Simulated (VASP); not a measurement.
# Au (Fm-3m) in VASP: further runs

The runs below take Au through single point, with revPBE.

Program: VASP 6.6.1. These are calculated values, not measurements. Logs are shortened: lines on timing, memory, paths and dates and some standing lists are left out, and cuts for length are marked.

## (1) The cell of the first run

The structure is cubic, space group Fm-3m (No. 225). Conventional cell: a = 4.129 Å, b = 4.129 Å, c = 4.129 Å, α = 90.00°, β = 90.00°, γ = 90.00°. Au (site symmetry m-3m) has 12 Au at 2.92 Å within 3.8 Å.

## (2) Single point, revPBE (volume scaled by 0.96)

The input, INCAR:

```
SYSTEM = Au
PREC = Accurate
ENCUT = 520
EDIFF = 1E-6
ISMEAR = -1
SIGMA = 0.1
LREAL = .FALSE.
LASPH = .TRUE.
NELM = 60
ALGO = Normal
ISIF = 2
LWAVE = .FALSE.
LCHARG = .TRUE.
GGA = RE
LELF = .TRUE.
LVHAR = .TRUE.
NBANDS = 12
```

The input, KPOINTS:

```
regular mesh
0
G
  21 21 21
  0 0 0
```

The input, POSCAR:

```
Au
1.0
    0.0000000000      2.0644656570      2.0644656570
    2.0644656570      0.0000000000      2.0644656570
    2.0644656570      2.0644656570      0.0000000000
Au
1
Direct
    0.0000000000      0.0000000000      0.0000000000
```

Potentials or basis: VASP PAW PBE potentials, release 64 (Au).

The run is started by

```sh
cat potpaw_PBE.64/Au/POTCAR > POTCAR
mpirun -np 1 vasp_std > vasp.out
```

OUTCAR:

```text
SYSTEM = Au
   PREC = Accurate
   ENCUT = 520
   EDIFF = 1E-6
   ISMEAR = -1
   LREAL = .FALSE.
   LASPH = .TRUE.
   NELM = 60
   ISIF = 2
   GGA = RE

 ion  position               nearest neighbor table
   1  0.000  0.000  0.000-

  LATTYP: Found a face centered cubic cell.
 ALAT       =     4.1289313140

  Lattice vectors:

 A1 = (   0.0000000000,   2.0644656570,   2.0644656570)
 A2 = (   2.0644656570,   0.0000000000,   2.0644656570)
 A3 = (   2.0644656570,   2.0644656570,   0.0000000000)

Analysis of symmetry for initial positions (statically):
=====================================================================
 Subroutine PRICEL returns:
 Original cell was already a primitive cell.

 Routine SETGRP: Setting up the symmetry group for a
 face centered cubic supercell.

 Subroutine GETGRP returns: Found 48 space group operations
 (whereof 48 operations were pure point group operations)
 out of a pool of 48 trial point group operations.

The static configuration has the point symmetry O_h .

Analysis of symmetry for dynamics (positions and initial velocities):
=====================================================================
 Subroutine PRICEL returns:
 Original cell was already a primitive cell.

 Routine SETGRP: Setting up the symmetry group for a
 face centered cubic supercell.

 Subroutine GETGRP returns: Found 48 space group operations
 (whereof 48 operations were pure point group operations)
 out of a pool of 48 trial point group operations.

The dynamic configuration has the point symmetry O_h .

 Subroutine INISYM returns: Found 48 space group operations
 (whereof 48 operations are pure point group operations),
 and found     1 'primitive' translations

----------------------------------------------------------------------------------------

                                     Primitive cell

  volume of cell :      17.5976

  direct lattice vectors                    reciprocal lattice vectors
     0.000000000  2.064465657  2.064465657    -0.242193421  0.242193421  0.242193421
     2.064465657  0.000000000  2.064465657     0.242193421 -0.242193421  0.242193421
     2.064465657  2.064465657  0.000000000     0.242193421  0.242193421 -0.242193421

  length of vectors
     2.919595331  2.919595331  2.919595331     0.419491310  0.419491310  0.419491310

  position of ions in fractional coordinates (direct lattice)
     0.000000000  0.000000000  0.000000000

  ion indices of the primitive-cell ions
   primitive index   ion index
[... 75 lines left out ...]
   EDIFFG = 0.1E-04   stopping-criterion for IOM
   NSW    =      0    number of steps for IOM
   IBRION =     -1    ionic relax: 0-MD 1-quasi-New 2-CG
   NFREE  =      0    steps in history (QN), initial steepest desc. (CG)
   ISIF   =      2    stress and relaxation
   ISYM   =      2    0-nonsym 1-usesym 2-fastsym
   POTIM  = 0.5000    time-step for ionic-motion
   TEBEG  =    0.0;   TEEND  =   0.0 temperature during run
   PSTRESS=    0.0 pullay stress
   NELECT =      11.0000    total number of electrons
   NUPDOWN=      -1.0000    fix difference up-down
   EMIN   =  10.00;   EMAX   =-10.00  energy-range for DOS
   EFERMI =   0.00;   METHOD = LEGACY
   ISMEAR =    -1;   SIGMA  =   0.10  broadening in eV -4-tet -1-fermi 0-gaus
   EFERMI_NEDOS =   21; number of points for ismear=-14 and -15
   IALGO  =     38    algorithm
   IMIX   =      4    mixing-type and parameters
     AMIX     =   0.40;   BMIX     =  1.00
     AMIX_MAG =   1.60;   BMIX_MAG =  1.00
  volume/ion in A,a.u.               =      17.60       118.75
  Fermi-wavevector in a.u.,A,eV,Ry     =   1.399764  2.645170 26.658418  1.959338
  Thomas-Fermi vector in A             =   2.522791
   LORBIT       =      0    0 simple, 1 ext, 2 COOP (PROOUT), +10 PAW based schemes
   GGA     = RE    functional components
   LHFCALC =     F    Hartree Fock is set to
   AEXX    =    0.0000 exact exchange contribution
   IVDW    =     0    specifies the selected vdW correction
   LEPSILON=     F    determine dielectric tensor
   LRPA    =     F    only Hartree local field effects (RPA)
 non-spin polarized calculation
  energy-cutoff  :      520.00
  volume of cell :       17.60
 maximum number of plane-waves:       495
 NGX is ok and might be reduce to    24
   NGX = 11   NGY = 11   NGZ = 11

 number of electron      11.0000001 magnetization

 Free energy of the ion-electron system (eV)
  ---------------------------------------------------
  ext. energy  EPLUGINS =         0.00000000
  ---------------------------------------------------
  free energy    TOTEN  =        -2.72804388 eV

  energy without entropy =       -2.71744012  energy(sigma->0) =       -2.72274200

 E-fermi :   9.0642     XC(G=0): -12.4620

 val. band max:        9.0531964273   @ k =  -0.2857   0.2381   0.0000
 cond. band min:       9.0710428934   @ k =  -0.3333   0.1905   0.0000
 fundamental gap:      0.0178464661
 Fermi energy:         9.0642098126

 k-point     1 :       0.0000    0.0000    0.0000
  band No.  band energies     occupation
      1      -0.4705      2.00000
      2       4.4950      2.00000
      3       4.4950      2.00000
      4       4.4950      2.00000
      5       5.9198      2.00000
      6       5.9198      2.00000
      7      23.5756      0.00000
      8      27.4116      0.00000
      9      27.4116      0.00000
     10      27.4116      0.00000
     11      32.1963      0.00000
     12      36.5015      0.00000
[... 331 lines left out ...]
 k-point    24 :      -0.3810    0.0476    0.0000
  band No.  band energies     occupation
      1       2.0489      2.00000
      2       4.5138      2.00000
      3       4.5678      2.00000
      4       6.0994      2.00000
      5       6.7034      2.00000
      6       7.3275      2.00000
      7      14.3859      0.00000
      8      23.4083      0.00000
      9      25.7903      0.00000
     10      26.9545      0.00000
     11      32.5349      0.00000
     12      33.0822      0.00000

 [... further k-points ...]
[... 5 lines left out ...]
  --------------------------------------------------------------------------------------
  -------------------------------------------------------------------------------------
  Total        0.6212786      0.6212786      0.6212786     -0.0000000     -0.0000000      0.0000000
  in kB       56.5645018     56.5645018     56.5645018     -0.0000000     -0.0000000      0.0000000
  external PRESSURE =      56.5645018 kB  Pullay stress =       0.0000000 kB

 VOLUME and BASIS-vectors are now :
 -----------------------------------------------------------------------------
  energy-cutoff  :      520.00
  volume of cell :       17.60
      direct lattice vectors                 reciprocal lattice vectors
     0.000000000  2.064465657  2.064465657    -0.242193421  0.242193421  0.242193421
     2.064465657  0.000000000  2.064465657     0.242193421 -0.242193421  0.242193421
     2.064465657  2.064465657  0.000000000     0.242193421  0.242193421 -0.242193421

 POSITION                                       TOTAL-FORCE (eV/Angst)
 -----------------------------------------------------------------------------------
      0.00000      0.00000      0.00000         0.000000      0.000000      0.000000
 -----------------------------------------------------------------------------------
    total drift:                               -0.000000      0.000000     -0.000000

  FREE ENERGIE OF THE ION-ELECTRON SYSTEM (eV)
  ---------------------------------------------------
  free  energy   TOTEN  =        -2.7280438834 eV

  energy  without entropy=       -2.7174401232  energy(sigma->0) =       -2.72274200
```

OSZICAR:

```text
N       E                     dE             d eps       ncg     rms          rms(c)
DAV:   1     0.498492335374E+02    0.49849E+02   -0.55469E+03  7096   0.813E+02
DAV:   2    -0.227767077707E+01   -0.52127E+02   -0.49052E+02  8052   0.185E+02
DAV:   3    -0.295696600721E+01   -0.67930E+00   -0.67876E+00  8356   0.204E+01
DAV:   4    -0.295937304532E+01   -0.24070E-02   -0.24069E-02  8244   0.140E+00
DAV:   5    -0.295939173676E+01   -0.18691E-04   -0.18692E-04  8468   0.118E-01    0.844E+00
DAV:   6    -0.274488507024E+01    0.21451E+00   -0.58015E-01  7496   0.619E+00    0.551E+00
DAV:   7    -0.272961896639E+01    0.15266E-01   -0.57720E-02  8152   0.198E+00    0.265E+00
DAV:   8    -0.272804912860E+01    0.15698E-02   -0.15963E-03  7548   0.320E-01    0.235E-01
DAV:   9    -0.272803570186E+01    0.13427E-04   -0.94477E-06  8480   0.269E-02    0.184E-02
DAV:  10    -0.272804397078E+01   -0.82689E-05   -0.48622E-06  8004   0.222E-02    0.256E-03
DAV:  11    -0.272804388337E+01    0.87411E-07   -0.84244E-08  4580   0.224E-03
   1 F= -.27280439E+01 E0= -.27227420E+01  d E =-.106038E-01
```

stdout:

```text
POSCAR found type information on POSCAR Au
 POSCAR found :  1 types and       1 ions
 scaLAPACK will be used
 -----------------------------------------------------------------------------
|                                                                             |
|                                                                             |
|     You enforced a specific xc type in the INCAR file but a different       |
|     I HOPE YOU KNOW WHAT YOU ARE DOING!                                     |
|                                                                             |
 -----------------------------------------------------------------------------

 LDA part: xc-table for (Slater+PW92), standard interpolation
 POSCAR, INCAR and KPOINTS ok, starting setup
 FFT: planning ... GRIDC
 FFT: planning ... GRID_SOFT
 FFT: planning ... GRID
 WAVECAR not read
 entering main loop
```

Run time: 58 s. Hardware: 1 thread of Intel Xeon 8259CL, shared host; peak memory 0.19 GiB.

What came out:

| Quantity | Value |
| --- | --- |
| Free energy | -2.7280 eV |
| Pressure | 5.7 GPa |

Caveat: the cell differs from its parent crystal (volume scaled by 0.96); the PAW data sets were made with another functional, which shifts forces and pressure a little; spin-orbit coupling is left out, which moves the levels of the heavy elements.

## (3) Single point, revPBE

This run uses another cell than the first one, of 18.33 Å³/atom, 1.042 times its volume.

The input, INCAR:

```
PREC = Accurate
ENCUT = 520
EDIFF = 1E-6
ISMEAR = -1
SIGMA = 0.1
LREAL = F
LASPH = T
NELM = 80
ALGO = Normal
ISIF = 2
LWAVE = F
LCHARG = F
GGA = RE
NBANDS = 12
```

The input, KPOINTS:

```
regular mesh
0
Gamma
  21 21 21
```

The input, POSCAR:

```
Au
1.0
    0.0000000000      2.0927495231      2.0927495231
    2.0927495231      0.0000000000      2.0927495231
    2.0927495231      2.0927495231      0.0000000000
Au
1
Direct
    0.0000000000      0.0000000000      0.0000000000
```

Potentials or basis: VASP PAW PBE potentials, release 64 (Au).

The run is started by

```sh
cat potpaw_PBE.64/Au/POTCAR > POTCAR
mpirun -np 1 vasp_std > vasp.out
```

Run time: 62 s. Hardware: 1 thread of Intel Xeon 8259CL, shared host; peak memory 0.19 GiB.

It converged, with:

| Property | Result |
| --- | --- |
| Free energy | -2.7407 eV |
| Pressure | -0.1 GPa |

Levels at points of the mesh, in eV from the Fermi level:
```tsv
k point	band 4	band 5	band 6	band 7	band 8	band 9
(0.00, 0.00, 0.00)	-4.36	-3.03	-3.03	14.55	18.16	18.16
```

Caveat: the PAW data sets were made with another functional, which shifts forces and pressure a little; spin-orbit coupling is left out, which moves the levels of the heavy elements.
